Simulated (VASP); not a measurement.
# Pt (Fm-3m) in VASP: notebook

The runs below take Pt through single point, relaxation of cell and atoms, with LDA.

Everything below comes from runs of VASP 6.6.1. Logs are shortened: lines on timing, memory, paths and dates and some standing lists are left out, and cuts for length are marked.

## (1) The cell of the first run

The structure is cubic, space group Fm-3m (No. 225). The conventional cell has a = 3.853 Å, b = 3.853 Å, c = 3.853 Å, α = 90.00°, β = 90.00°, γ = 90.00°. Pt (site symmetry m-3m) has 12 Pt at 2.72 Å within 3.6 Å.

## (2) Single point, LDA

File INCAR:

```
  PREC = Accurate
  ENCUT = 500
  EDIFF = 1E-6
  ISMEAR = 0
  SIGMA = 0.05
  LREAL = F
  LASPH = T
  NELM = 120
  ALGO = Normal
  ISIF = 2
  LWAVE = F
  LCHARG = F
  GGA = CA
  NBANDS = 11
  GGA_COMPAT = F
```

File KPOINTS:

```
regular mesh
0
Gamma
  9 9 9
```

File POSCAR:

```
Pt
1.0
    0.0000000000      1.9265763390      1.9265763390
    1.9265763390      0.0000000000      1.9265763390
    1.9265763390      1.9265763390      0.0000000000
Pt
1
Direct
    0.0000000000      0.0000000000      0.0000000000
```

Potentials or basis: VASP PAW LDA potentials, release 64 (Pt).

Command:

```
$ cat potpaw_LDA.64/Pt/POTCAR > POTCAR
$ mpirun -np 1 vasp_std > vasp.out
```

OUTCAR:

```text
PREC = Accurate
   ENCUT = 500
   EDIFF = 1E-6
   ISMEAR = 0
   LREAL = F
   LASPH = T
   NELM = 120
   ISIF = 2
   GGA = CA

 ion  position               nearest neighbor table
   1  0.000  0.000  0.000-

  LATTYP: Found a face centered cubic cell.
 ALAT       =     3.8531526780

  Lattice vectors:

 A1 = (   0.0000000000,   1.9265763390,   1.9265763390)
 A2 = (   1.9265763390,   0.0000000000,   1.9265763390)
 A3 = (   1.9265763390,   1.9265763390,   0.0000000000)

Analysis of symmetry for initial positions (statically):
=====================================================================
 Subroutine PRICEL returns:
 Original cell was already a primitive cell.

 Routine SETGRP: Setting up the symmetry group for a
 face centered cubic supercell.

 Subroutine GETGRP returns: Found 48 space group operations
 (whereof 48 operations were pure point group operations)
 out of a pool of 48 trial point group operations.

The static configuration has the point symmetry O_h .

Analysis of symmetry for dynamics (positions and initial velocities):
=====================================================================
 Subroutine PRICEL returns:
 Original cell was already a primitive cell.

 Routine SETGRP: Setting up the symmetry group for a
 face centered cubic supercell.

 Subroutine GETGRP returns: Found 48 space group operations
 (whereof 48 operations were pure point group operations)
 out of a pool of 48 trial point group operations.

The dynamic configuration has the point symmetry O_h .

 Subroutine INISYM returns: Found 48 space group operations
 (whereof 48 operations are pure point group operations),
 and found     1 'primitive' translations

----------------------------------------------------------------------------------------

                                     Primitive cell

  volume of cell :      14.3017

  direct lattice vectors                    reciprocal lattice vectors
     0.000000000  1.926576339  1.926576339    -0.259527738  0.259527738  0.259527738
     1.926576339  0.000000000  1.926576339     0.259527738 -0.259527738  0.259527738
     1.926576339  1.926576339  0.000000000     0.259527738  0.259527738 -0.259527738

  length of vectors
     2.724590388  2.724590388  2.724590388     0.449515229  0.449515229  0.449515229

  position of ions in fractional coordinates (direct lattice)
     0.000000000  0.000000000  0.000000000

  ion indices of the primitive-cell ions
   primitive index   ion index
                 1           1

----------------------------------------------------------------------------------------

 KPOINTS: regular mesh

Automatic generation of k-mesh.
 Grid dimensions read from file:
 generate k-points for:    9    9    9

 Generating k-lattice:

  Cartesian coordinates                     Fractional coordinates (reciprocal lattice)
    -0.028836415  0.028836415  0.028836415     0.111111111  0.000000000  0.000000000
     0.028836415 -0.028836415  0.028836415     0.000000000  0.111111111  0.000000000
     0.028836415  0.028836415 -0.028836415     0.000000000  0.000000000  0.111111111

  Length of vectors
     0.049946137  0.049946137  0.049946137

  Shift w.r.t. Gamma in fractional coordinates (k-lattice)
     0.000000000  0.000000000  0.000000000

 Subroutine IBZKPT returns following result:
 ===========================================

 Found     35 irreducible k-points:

 Following reciprocal coordinates:
            Coordinates               Weight
  0.000000  0.000000  0.000000      1.000000
  0.111111  0.000000  0.000000      8.000000
  0.222222  0.000000  0.000000      8.000000
  0.333333  0.000000  0.000000      8.000000
  0.444444  0.000000  0.000000      8.000000
  0.111111  0.111111  0.000000      6.000000
[... 16 lines left out ...]
 -0.333333  0.333333  0.000000     12.000000
  0.444444  0.444444  0.000000      6.000000
 [... further k-points ...]
   k-points           NKPTS =     35   k-points in BZ     NKDIM =     35   number of bands    NBANDS=     11
   number of dos      NEDOS =    301   number of ions     NIONS =      1
   total plane-waves  NPLWV =   8000
   dimension x,y,z NGX =    20 NGY =   20 NGZ =   20
   dimension x,y,z NGXF=    40 NGYF=   40 NGZF=   40
   ions per type =               1
   NGX,Y,Z   is equivalent  to a cutoff of  12.20, 12.20, 12.20 a.u.
   NGXF,Y,Z  is equivalent  to a cutoff of  24.41, 24.41, 24.41 a.u.
 SYSTEM =  unknown system
   PREC   = accura    normal or accurate (medium, high low for compatibility)
   ISTART =      0    job   : 0-new  1-cont  2-samecut
   ICHARG =      2    charge: 1-file 2-atom 10-const
   ISPIN  =      1    spin polarized calculation?
   LNONCOLLINEAR =      F non collinear calculations
   LSORBIT =      F    spin-orbit coupling
   LASPH  =      T    aspherical Exc in radial PAW
   ENCUT  =  500.0 eV  36.75 Ry    6.06 a.u.   4.97  4.97  4.97*2*pi/ulx,y,z
   NELM   =    120;   NELMIN=  2; NELMDL= -5     # of ELM steps
   EDIFF  = 0.1E-05   stopping-criterion for ELM
   LREAL  =      F    real-space projection
   EDIFFG = 0.1E-04   stopping-criterion for IOM
   NSW    =      0    number of steps for IOM
   IBRION =     -1    ionic relax: 0-MD 1-quasi-New 2-CG
   NFREE  =      0    steps in history (QN), initial steepest desc. (CG)
   ISIF   =      2    stress and relaxation
   ISYM   =      2    0-nonsym 1-usesym 2-fastsym
   POTIM  = 0.5000    time-step for ionic-motion
   TEBEG  =    0.0;   TEEND  =   0.0 temperature during run
   PSTRESS=    0.0 pullay stress
   NELECT =      10.0000    total number of electrons
   NUPDOWN=      -1.0000    fix difference up-down
   EMIN   =  10.00;   EMAX   =-10.00  energy-range for DOS
   EFERMI =   0.00;   METHOD = LEGACY
   ISMEAR =     0;   SIGMA  =   0.05  broadening in eV -4-tet -1-fermi 0-gaus
   EFERMI_NEDOS =   21; number of points for ismear=-14 and -15
   IALGO  =     38    algorithm
   IMIX   =      4    mixing-type and parameters
     AMIX     =   0.40;   BMIX     =  1.00
     AMIX_MAG =   1.60;   BMIX_MAG =  1.00
  volume/ion in A,a.u.               =      14.30        96.51
  Fermi-wavevector in a.u.,A,eV,Ry     =   1.453043  2.745854 28.726461  2.111335
  Thomas-Fermi vector in A             =   2.570356
   LORBIT       =      0    0 simple, 1 ext, 2 COOP (PROOUT), +10 PAW based schemes
   GGA     = CA    functional components
   LHFCALC =     F    Hartree Fock is set to
   AEXX    =    0.0000 exact exchange contribution
   IVDW    =     0    specifies the selected vdW correction
   LEPSILON=     F    determine dielectric tensor
   LRPA    =     F    only Hartree local field effects (RPA)
 non-spin polarized calculation
 Gauss-broadening in eV      SIGMA  =   0.05
  energy-cutoff  :      500.00
  volume of cell :       14.30
 maximum number of plane-waves:       375
   NGX =  9   NGY =  9   NGZ =  9

 number of electron      10.0000000 magnetization

 number of electron       9.9999999 magnetization

 Free energy of the ion-electron system (eV)
  ---------------------------------------------------
  ext. energy  EPLUGINS =         0.00000000
  ---------------------------------------------------
  free energy    TOTEN  =        -7.52159650 eV

  energy without entropy =       -7.52042926  energy(sigma->0) =       -7.52101288

 E-fermi :  12.2381     XC(G=0): -13.9956

 val. band max:       12.1907175841   @ k =   0.4444   0.4444   0.0000
 cond. band min:      12.2497270803   @ k =   0.4444   0.1111   0.0000
 fundamental gap:      0.0590094963
 Fermi energy:        12.2381032519

 k-point     1 :       0.0000    0.0000    0.0000
  band No.  band energies     occupation
      1       1.3487      2.00000
      2       8.0484      2.00000
      3       8.0484      2.00000
      4       8.0484      2.00000
      5      10.4435      2.00000
      6      10.4435      2.00000
      7      26.6501      0.00000
      8      31.8814      0.00000
      9      31.8814      0.00000
     10      31.8814      0.00000
     11      37.5309      0.00000

 k-point     2 :       0.1111    0.0000    0.0000
  band No.  band energies     occupation
      1       1.8620      2.00000
      2       7.8270      2.00000
      3       8.2444      2.00000
      4       8.2444      2.00000
      5      10.3413      2.00000
      6      10.3413      2.00000
      7      27.4547      0.00000
      8      29.8312      0.00000
      9      32.7061      0.00000
     10      32.7061      0.00000
     11      39.3667      0.00000

 k-point     3 :       0.2222    0.0000    0.0000
  band No.  band energies     occupation
      1       3.1441      2.00000
      2       7.5939      2.00000
      3       8.4769      2.00000
      4       8.4769      2.00000
      5      10.4627      2.00000
      6      10.4627      2.00000
      7      26.6235      0.00000
      8      28.7312      0.00000
      9      34.8586      0.00000
     10      34.8586      0.00000
     11      36.3555      0.00000

 k-point     4 :       0.3333    0.0000    0.0000
  band No.  band energies     occupation
      1       4.1334      2.00000
      2       8.2690      2.00000
      3       8.2690      2.00000
      4       8.6043      2.00000
      5      11.3053      2.00000
      6      11.3053      2.00000
      7      22.9101      0.00000
      8      27.6037      0.00000
      9      34.0935      0.00000
     10      34.0935      0.00000
     11      37.6854      0.00000
[... 239 lines left out ...]
 k-point    22 :      -0.4444    0.3333    0.0000
  band No.  band energies     occupation
      1       5.2684      2.00000
      2       6.0700      2.00000
      3       9.1847      2.00000
      4      10.7176      2.00000
      5      12.3045      0.06051
      6      17.3543      0.00000
      7      19.1245      0.00000
      8      24.1605      0.00000
      9      26.8094      0.00000
     10      32.8424      0.00000
     11      38.7627      0.00000

 k-point    23 :      -0.3333    0.3333    0.0000
  band No.  band energies     occupation
      1       5.8018      2.00000
      2       6.8779      2.00000
      3       8.1500      2.00000
      4      10.1368      2.00000
      5      11.5000      2.00000
      6      16.6892      0.00000
      7      21.3831      0.00000
      8      22.3788      0.00000
      9      29.4201      0.00000
     10      31.4944      0.00000
     11      39.0718      0.00000

 k-point    24 :       0.4444    0.4444    0.0000
  band No.  band energies     occupation
      1       4.5718      2.00000
      2       5.0460      2.00000
      3      12.1907      1.81984
      4      12.5134      0.00000
      5      12.5134      0.00000
      6      13.0521      0.00000
      7      22.7502      0.00000
      8      24.1424      0.00000
      9      24.1424      0.00000
     10      32.8371      0.00000
     11      36.3146      0.00000

 [... further k-points ...]
[... 5 lines left out ...]
  --------------------------------------------------------------------------------------
  -------------------------------------------------------------------------------------
  Total        0.9744879      0.9744879      0.9744879      0.0000000      0.0000000      0.0000000
  in kB      109.1687590    109.1687590    109.1687590      0.0000000      0.0000000      0.0000000
  external PRESSURE =     109.1687590 kB  Pullay stress =       0.0000000 kB

 VOLUME and BASIS-vectors are now :
 -----------------------------------------------------------------------------
  energy-cutoff  :      500.00
  volume of cell :       14.30
      direct lattice vectors                 reciprocal lattice vectors
     0.000000000  1.926576339  1.926576339    -0.259527738  0.259527738  0.259527738
     1.926576339  0.000000000  1.926576339     0.259527738 -0.259527738  0.259527738
     1.926576339  1.926576339  0.000000000     0.259527738  0.259527738 -0.259527738

 POSITION                                       TOTAL-FORCE (eV/Angst)
 -----------------------------------------------------------------------------------
      0.00000      0.00000      0.00000        -0.000000      0.000000      0.000000
 -----------------------------------------------------------------------------------
    total drift:                                0.000000     -0.000000     -0.000000

  FREE ENERGIE OF THE ION-ELECTRON SYSTEM (eV)
  ---------------------------------------------------
  free  energy   TOTEN  =        -7.5215964958 eV

  energy  without entropy=       -7.5204292579  energy(sigma->0) =       -7.52101288
```

Run time: 4.6 s. Hardware: 1 thread of Intel Xeon 6975P-C (Granite Rapids), shared host; peak memory 0.11 GiB.

What came out:

```
Free energy            : -7.5216 eV
Pressure               : 10.9 GPa
Band gap on the k mesh : zero (bands 5 and 6 overlap by 2.27 eV)
```

Caveat: the cell stands under pressure; spin-orbit coupling is left out, which moves the levels of the heavy elements.

## (3) Relaxation of cell and atoms, LDA

This run uses another cell than the first one, of 15.06 Å³/atom.

File INCAR:

```
SYSTEM = Pt
ALGO     = Normal         ! electronic algorithm
EDIFF    = 1E-7           ! SCF threshold, eV
EDIFFG   = -0.03          ! ionic threshold
ENCUT    = 500            ! plane-wave cutoff, eV
GGA      = CA             ! functional
GGA_COMPAT= .FALSE.      
IBRION   = 2              ! ionic algorithm
ISIF     = 3              ! what is computed and relaxed
ISMEAR   = 0              ! smearing method
LASPH    = .TRUE.         ! aspherical terms in the spheres
LCHARG   = .FALSE.        ! write CHGCAR
LREAL    = .FALSE.        ! projectors in reciprocal space
LWAVE    = .FALSE.        ! write WAVECAR
NELM     = 120            ! most SCF steps
NELMIN   = 4            
NSW      = 80             ! ionic steps
PREC     = Accurate       ! precision mode
SIGMA    = 0.05           ! smearing width, eV
```

File KPOINTS:

```
k-points
0
G
  9 9 9
  0 0 0
```

File POSCAR:

```
Pt
1.0
    0.0000000000      1.9600000000      1.9600000000
    1.9600000000      0.0000000000      1.9600000000
    1.9600000000      1.9600000000      0.0000000000
Pt
1
Direct
    0.0000000000      0.0000000000      0.0000000000
```

Potentials or basis: VASP PAW LDA potentials, release 64 (Pt).

Command:

```
$ cat potpaw_LDA.64/Pt/POTCAR > POTCAR
$ mpirun -np 1 vasp_std > vasp.out
```

Run time: 8 s. Hardware: 1 thread of Intel Xeon 6975P-C (Granite Rapids), shared host; peak memory 0.13 GiB.

It converged, with:

- Free energy: -7.5377 eV
- Relaxed volume: 14.78 Å³/atom
- Relaxed cell: a = 2.755 Å, b = 2.755 Å, c = 2.755 Å, α = 60.00°, β = 60.00°, γ = 60.00°
- Space group after relaxing (to 0.1 Å): Fm-3m (No. 225)
- Energy gained by relaxing: 5.2 meV/atom
- Ionic steps: 3
- Pressure after relaxing: -0.1 GPa
- Band gap on the k mesh: zero (bands 5 and 6 overlap by 2.14 eV)

Step by step:
| step | energy change (eV) | largest force (eV/Å) | pressure (GPa) | volume (Å³) |
| --- | --- | --- | --- | --- |
| 1 | 0.0000 | 0.0000 | -5.65 | 15.06 |
| 2 | 0.0471 | 0.0000 | 21.21 | 13.93 |
| 3 | -0.0052 | 0.0000 | -0.14 | 14.78 |

Final structure:
```
CELL_PARAMETERS angstrom
0.00000 1.94776 1.94776
1.94776 0.00000 1.94776
1.94776 1.94776 0.00000
ATOMIC_POSITIONS crystal
Pt 0.00000 0.00000 0.00000
```

Levels at points of the mesh, in eV from the Fermi level:
```
           k point  band 2  band 3  band 4  band 5  band 6  band 7  band 8  band 9
(0.00, 0.00, 0.00)   -3.97   -3.97   -3.97   -1.70   -1.70   14.53   19.58   19.58
```

Caveat: spin-orbit coupling is left out, which moves the levels of the heavy elements.

## (4) Relaxation of cell and atoms, LDA, target pressure 10 GPa, at which the enthalpy is minimised

This run uses another cell than the first one, of 15.06 Å³/atom.

File INCAR:

```
SYSTEM = Pt
PREC = Accurate
ENCUT = 500
EDIFF = 1E-7
ISMEAR = 0
SIGMA = 0.05
LREAL = .FALSE.
LASPH = .TRUE.
NELM = 120
ALGO = Normal
ISIF = 3
LWAVE = .FALSE.
LCHARG = .FALSE.
GGA = CA
IBRION = 2
NSW = 80
EDIFFG = -0.03
PSTRESS = 100.0
GGA_COMPAT = .FALSE.
NELMIN = 4
```

File KPOINTS:

```
Automatic mesh
0
G
  9 9 9
  0 0 0
```

POSCAR is that of step 3.

Command:

```
$ cat potpaw_LDA.64/Pt/POTCAR > POTCAR
$ mpirun -np 1 vasp_std > vasp.out
```

Run time: 10 s. Hardware: 1 thread of Intel Xeon 6975P-C (Granite Rapids), shared host; peak memory 0.13 GiB.

Results (log left out):

| Property | Result |
| --- | --- |
| Free energy | -7.5254 eV |
| Relaxed volume | 14.35 Å³/atom |
| Relaxed cell | a = 2.728 Å, b = 2.728 Å, c = 2.728 Å, α = 60.00°, β = 60.00°, γ = 60.00° |
| Space group after relaxing (to 0.1 Å) | Fm-3m (No. 225) |
| Energy change on relaxing (the run minimises the enthalpy) | +7.2 meV/atom |
| Ionic steps | 4 |
| Pressure after relaxing | 9.7 GPa |
| Band gap on the k mesh | zero (bands 5 and 6 overlap by 2.25 eV) |

The path:
```tsv
step	energy change (eV)	largest force (eV/Å)	pressure (GPa)	volume (Å³)
1	0.0000	0.0000	-5.65	15.06
2	0.7199	0.0000	106.04	12.08
3	0.0050	0.0000	8.72	14.39
4	0.0072	0.0000	9.67	14.35
```

Final structure:
```
Pt
1.0
     0.00000    1.92876    1.92876
     1.92876    0.00000    1.92876
     1.92876    1.92876    0.00000
Pt
1
Cartesian
  0.0000 1.9288 1.9288
```

Levels at points of the mesh, in eV from the Fermi level:
| k point | band 3 | band 4 | band 5 | band 6 | band 7 | band 8 |
| --- | --- | --- | --- | --- | --- | --- |
| (0.00, 0.00, 0.00) | -4.17 | -4.17 | -1.78 | -1.78 | 14.43 | 19.64 |

Caveat: the cell is relaxed towards a set pressure, so the run minimises the enthalpy, not the energy; spin-orbit coupling is left out, which moves the levels of the heavy elements.

## (5) Relaxation of cell and atoms, LDA, target pressure 20 GPa, at which the enthalpy is minimised

This run uses another cell than the first one, of 15.06 Å³/atom.

File INCAR:

```
PREC = Accurate ; ENCUT = 500
EDIFF = 1E-7 ; ISMEAR = 0
SIGMA = 0.05 ; LREAL = False
LASPH = True ; NELM = 120
ALGO = Normal ; ISIF = 3
LWAVE = False ; LCHARG = False
IBRION = 2 ; NSW = 80
EDIFFG = -0.03 ; PSTRESS = 200.0
GGA_COMPAT = False ; NELMIN = 4
```

File KPOINTS:

```
Automatic mesh
0
Gamma
  9 9 9
```

POSCAR is that of step 4.

Command:

```
$ cat potpaw_LDA.64/Pt/POTCAR > POTCAR
$ mpirun -np 1 vasp_std > vasp.out
```

Run time: 12 s. Hardware: 1 thread of Intel Xeon 6975P-C (Granite Rapids), shared host; peak memory 0.13 GiB.

Results (log left out):

* Free energy: -7.4905 eV
* Relaxed volume: 13.97 Å³/atom
* Relaxed cell: a = 2.703 Å, b = 2.703 Å, c = 2.703 Å, α = 60.00°, β = 60.00°, γ = 60.00°
* Space group after relaxing (to 0.1 Å): Fm-3m (No. 225)
* Energy change on relaxing (the run minimises the enthalpy): +42.1 meV/atom
* Ionic steps: 5
* Pressure after relaxing: 20.0 GPa
* Band gap on the k mesh: zero (bands 5 and 6 overlap by 2.36 eV)

The path:
```csv
step,energy change (eV),largest force (eV/Å),pressure (GPa),volume (Å³)
1,0.0000,0.0000,-5.65,15.06
2,2.5936,0.0000,270.90,10.39
3,0.0270,0.0000,16.19,14.10
4,0.0359,0.0000,18.52,14.02
5,0.0421,0.0000,20.03,13.97
```

Final structure:
```yaml
crystal:
  lattice:
    - [0.00000, 1.91157, 1.91157]
    - [1.91157, 0.00000, 1.91157]
    - [1.91157, 1.91157, 0.00000]
  atoms:
    - { symbol: Pt, position: [0.00000, 0.00000, 0.00000] }
```

Levels at points of the mesh, in eV from the Fermi level:
| k point | band 1 | band 2 | band 3 | band 4 | band 5 | band 6 | band 7 | band 8 | band 9 |
| --- | --- | --- | --- | --- | --- | --- | --- | --- | --- |
| (0.00, 0.00, 0.00) | -11.18 | -4.36 | -4.36 | -4.36 | -1.87 | -1.87 | 14.31 | 19.68 | 19.68 |

Caveat: the cell is relaxed towards a set pressure, so the run minimises the enthalpy, not the energy; spin-orbit coupling is left out, which moves the levels of the heavy elements.

(Continued in part 2 of 2.)
